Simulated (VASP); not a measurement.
# InFe2H3 (P-3m1) in VASP: single point with PBE

Aim: the single point of InFe2H3 with PBE.

All numbers are computed with VASP 6.6.1; they aren't measurements. Logs are shortened: lines on timing, memory, paths and dates and some standing lists are left out, and cuts for length are marked.

### Step 1. The cell of the first run

Symmetry: P-3m1, No. 164, trigonal system. Conventional cell: a = 2.846 Å, b = 2.846 Å, c = 8.018 Å, α = 90.00°, β = 90.00°, γ = 120.00°. Within 3.7 Å of In (site symmetry -3m) lie 6 H at 2.83 Å and 6 In at 2.85 Å and 6 Fe at 3.40 Å. Within 2.4 Å of Fe (site symmetry 3m) lie 6 H at 1.78 to 1.94 Å. Within 2.4 Å of H (site symmetry 3m) lie 3 Fe at 1.78 Å and 3 H at 2.37 Å. H (site symmetry -3m) has 6 Fe at 1.94 Å and 6 H at 2.37 Å within 2.6 Å.

### Step 2. Single point, PBE, collinear spin, ferromagnetic start

POSCAR reads:

```
InFe2H3
1.0
    2.8460635450      0.0000000000      0.0000000000
   -1.4230317725      2.4647633308      0.0000000000
    0.0000000000      0.0000000000      8.0182334818
In Fe H
1 2 3
Direct
    0.0000000000      0.0000000000      0.0000000000
    0.3333333333      0.6666666667      0.3716176084
    0.6666666667      0.3333333333      0.6283823916
    0.3333333333      0.6666666667      0.7122891466
    0.6666666667      0.3333333333      0.2877108534
    0.0000000000      0.0000000000      0.5000000000
```

INCAR.step1 reads:

```
SYSTEM = InFe2H3
PREC = Accurate
ENCUT = 520
EDIFF = 1E-6
ISMEAR = 0
SIGMA = 0.1
LREAL = .False.
LASPH = .True.
NELM = 200
ALGO = Normal
ISIF = 2
LWAVE = .False.
LCHARG = .True.
ISPIN = 2
MAGMOM = 0 2.17 2.17 0 0 0
LMAXMIX = 4
GGA = PE
NBANDS = 37
GGA_COMPAT = .False.
NEDOS = 2001
LORBIT = 11
```

KPOINTS.step1 reads:

```
regular mesh
0
Gamma
  12 12 4
  0 0 0
```

INCAR.step2 reads:

```
SYSTEM = InFe2H3
PREC = Accurate
ENCUT = 520
EDIFF = 1E-6
ISMEAR = -5
SIGMA = 0.1
LREAL = .False.
LASPH = .True.
NELM = 200
ALGO = Normal
ISIF = 2
LWAVE = .False.
LCHARG = .False.
ISPIN = 2
MAGMOM = 0 2.17 2.17 0 0 0
LORBIT = 11
LMAXMIX = 4
GGA = PE
NEDOS = 1001
ICHARG = 11
GGA_COMPAT = .False.
```

KPOINTS.step2 reads:

```
regular mesh
0
Gamma
  18 18 6
  0 0 0
```

Potentials or basis: VASP PAW PBE potentials, release 64 (In_d, Fe_sv, H).

On the command line:

```sh
$ cat potpaw_PBE.64/In_d/POTCAR potpaw_PBE.64/Fe_sv/POTCAR potpaw_PBE.64/H/POTCAR > POTCAR
$ cp INCAR.step1 INCAR
$ cp KPOINTS.step1 KPOINTS
$ mpirun -np 1 vasp_std > vasp.out
$ cp INCAR.step2 INCAR
$ cp KPOINTS.step2 KPOINTS
$ mpirun -np 1 vasp_std > vasp.out
```

OUTCAR:

```text
SYSTEM = InFe2H3
   PREC = Accurate
   ENCUT = 520
   EDIFF = 1E-6
   ISMEAR = -5
   LREAL = .False.
   LASPH = .True.
   NELM = 200
   ISIF = 2
   ISPIN = 2
   LORBIT = 11
   GGA = PE
   ICHARG = 11

 ion  position               nearest neighbor table
   1  0.000  0.000  0.000-
   2  0.333  0.667  0.372-
   3  0.667  0.333  0.628-
   4  0.333  0.667  0.712-
   5  0.667  0.333  0.288-
   6  0.000  0.000  0.500-

  LATTYP: Found a hexagonal cell.
 ALAT       =     2.8460635450
 C/A-ratio  =     2.8173065552

  Lattice vectors:

 A1 = (   2.8460635450,   0.0000000000,   0.0000000000)
 A2 = (  -1.4230317725,   2.4647633308,   0.0000000000)
 A3 = (   0.0000000000,   0.0000000000,   8.0182334818)

Analysis of symmetry for initial positions (statically):
=====================================================================
 Subroutine PRICEL returns:
 Original cell was already a primitive cell.

 Routine SETGRP: Setting up the symmetry group for a
 hexagonal supercell.

 Subroutine GETGRP returns: Found 12 space group operations
 (whereof 12 operations were pure point group operations)
 out of a pool of 24 trial point group operations.

The static configuration has the point symmetry D_3d.

Analysis of symmetry for dynamics (positions and initial velocities):
=====================================================================
 Subroutine PRICEL returns:
 Original cell was already a primitive cell.

 Routine SETGRP: Setting up the symmetry group for a
 hexagonal supercell.

 Subroutine GETGRP returns: Found 12 space group operations
 (whereof 12 operations were pure point group operations)
 out of a pool of 24 trial point group operations.

The dynamic configuration has the point symmetry D_3d.

Analysis of structural, dynamic, and magnetic symmetry:
=====================================================================
 Subroutine PRICEL returns:
 Original cell was already a primitive cell.

 Routine SETGRP: Setting up the symmetry group for a
 hexagonal supercell.

 Subroutine GETGRP returns: Found 12 space group operations
 (whereof 12 operations were pure point group operations)
 out of a pool of 24 trial point group operations.

The overall configuration has the point symmetry D_3d.

 Subroutine INISYM returns: Found 12 space group operations
 (whereof 12 operations are pure point group operations),
 and found     1 'primitive' translations

[... 137 lines left out ...]
  energy-cutoff  :      520.00
  volume of cell :       56.25
 maximum number of plane-waves:      1536
 NGX is ok and might be reduce to    24

 number of electron      48.0000056 magnetization       4.3672644

 Free energy of the ion-electron system (eV)
  ---------------------------------------------------
  ext. energy  EPLUGINS =         0.00000000
  ---------------------------------------------------
  free energy    TOTEN  =       -28.19112604 eV

  energy without entropy =      -28.19112604  energy(sigma->0) =      -28.19112604

 E-fermi :   9.1540     XC(G=0): -11.8471

 val. band max:        9.1536096885   @ k =  -0.2778  -0.3889   0.1667
 cond. band min:       9.0870500977   @ k =   0.3333   0.3333   0.5000
 fundamental gap:     -0.0665595908
 Fermi energy:         9.1539671871

 spin component 1

 k-point     1 :       0.0000    0.0000    0.0000
  band No.  band energies     occupation
      1     -79.0716      1.00000
      2     -79.0503      1.00000
      3     -45.1367      1.00000
      4     -45.0978      1.00000
      5     -45.0978      1.00000
      6     -45.0734      1.00000
[... 781 lines left out ...]
     29      12.0615      0.00000
     30      14.0466      0.00000

 [... further k-points ...]

 spin component 2

 k-point     1 :       0.0000    0.0000    0.0000
  band No.  band energies     occupation
      1     -76.4947      1.00000
      2     -76.4713      1.00000
      3     -42.6259      1.00000
      4     -42.5829      1.00000
      5     -42.5829      1.00000
      6     -42.5556      1.00000
[... 781 lines left out ...]
     29      13.0899      0.00000
     30      14.7312      0.00000

 [... further k-points ...]

------------------------ aborting loop because EDIFF is reached ----------------------------------------

  FORCE on cell =-STRESS in cart. coord.  units (eV):
  Direction    XX          YY          ZZ          XY          YZ          ZX
  --------------------------------------------------------------------------------------
  -------------------------------------------------------------------------------------
  Total       -0.8002622     -0.8002622     -0.8770752      0.0000000      0.0000000      0.0000000
  in kB      -22.7952506    -22.7952506    -24.9832472      0.0000000      0.0000000      0.0000000
  external PRESSURE =     -23.5245828 kB  Pullay stress =       0.0000000 kB

 VOLUME and BASIS-vectors are now :
 -----------------------------------------------------------------------------
  energy-cutoff  :      520.00
  volume of cell :       56.25
      direct lattice vectors                 reciprocal lattice vectors
     2.846063545  0.000000000  0.000000000     0.351362499  0.202859233  0.000000000
    -1.423031772  2.464763331  0.000000000     0.000000000  0.405718467  0.000000000
     0.000000000  0.000000000  8.018233482     0.000000000  0.000000000  0.124715750

 POSITION                                       TOTAL-FORCE (eV/Angst)
 -----------------------------------------------------------------------------------
      0.00000      0.00000      0.00000        -0.000000      0.000000      0.000000
     -0.00000      1.64318      2.97972        -0.000000     -0.000000      0.023777
      1.42303      0.82159      5.03852         0.000000      0.000000     -0.023777
     -0.00000      1.64318      5.71130        -0.000000      0.000000     -0.002588
      1.42303      0.82159      2.30693        -0.000000     -0.000000      0.002588
      0.00000      0.00000      4.00912        -0.000000      0.000000      0.000000
 -----------------------------------------------------------------------------------
    total drift:                                0.000000      0.000000      0.000000

  FREE ENERGIE OF THE ION-ELECTRON SYSTEM (eV)
  ---------------------------------------------------
  free  energy   TOTEN  =       -28.1911260447 eV

  energy  without entropy=      -28.1911260447  energy(sigma->0) =      -28.19112604

 total charge

# of ion       s       p       d       tot
------------------------------------------
    1        0.971   0.678   9.885  11.534
    2        2.130   6.011   5.591  13.733
    3        2.130   6.011   5.591  13.733
    4        0.532   0.022   0.000   0.553
    5        0.532   0.022   0.000   0.553
    6        0.494   0.032   0.000   0.526
--------------------------------------------------
tot          6.788  12.776  21.068  40.632

 magnetization (x)

# of ion       s       p       d       tot
------------------------------------------
    1        0.007  -0.026   0.000  -0.019
    2        0.004   0.004   2.154   2.162
    3        0.004   0.004   2.154   2.162
    4       -0.024   0.002   0.000  -0.023
    5       -0.024   0.002   0.000  -0.023
    6       -0.023  -0.002   0.000  -0.025
--------------------------------------------------
tot         -0.057  -0.016   4.308   4.236
```

OUTCAR.step1:

```text
SYSTEM = InFe2H3
   PREC = Accurate
   ENCUT = 520
   EDIFF = 1E-6
   ISMEAR = 0
   LREAL = .False.
   LASPH = .True.
   NELM = 200
   ISIF = 2
   ISPIN = 2
[... 2151 lines left out ...]
    5        0.532   0.022   0.000   0.554
    6        0.494   0.032   0.000   0.526
--------------------------------------------------
tot          6.784  12.776  21.073  40.633

 magnetization (x)

# of ion       s       p       d       tot
------------------------------------------
    1        0.012  -0.023   0.001  -0.010
    2        0.004   0.005   2.159   2.167
    3        0.004   0.005   2.159   2.167
    4       -0.024   0.002   0.000  -0.023
    5       -0.024   0.002   0.000  -0.023
    6       -0.022  -0.002   0.000  -0.024
--------------------------------------------------
tot         -0.051  -0.013   4.319   4.255
```

It took 4.5 min on 1 thread of Intel Xeon 6975P-C (Granite Rapids), shared host; peak memory 0.58 GiB.

What came out:

```
Net moment                                            : 4.37 μB per cell
Site moments                                          : In -0.02; Fe +2.16; H -0.02, -0.03 (each value once) μB
Valence electrons inside the program's atomic spheres : In 11.53; Fe 13.73; H 0.55, 0.53 (each value once)
```

Caveat: spin-orbit coupling is left out, which moves the levels of the heavy elements; tetrahedron occupations give inexact forces and stress in metals.
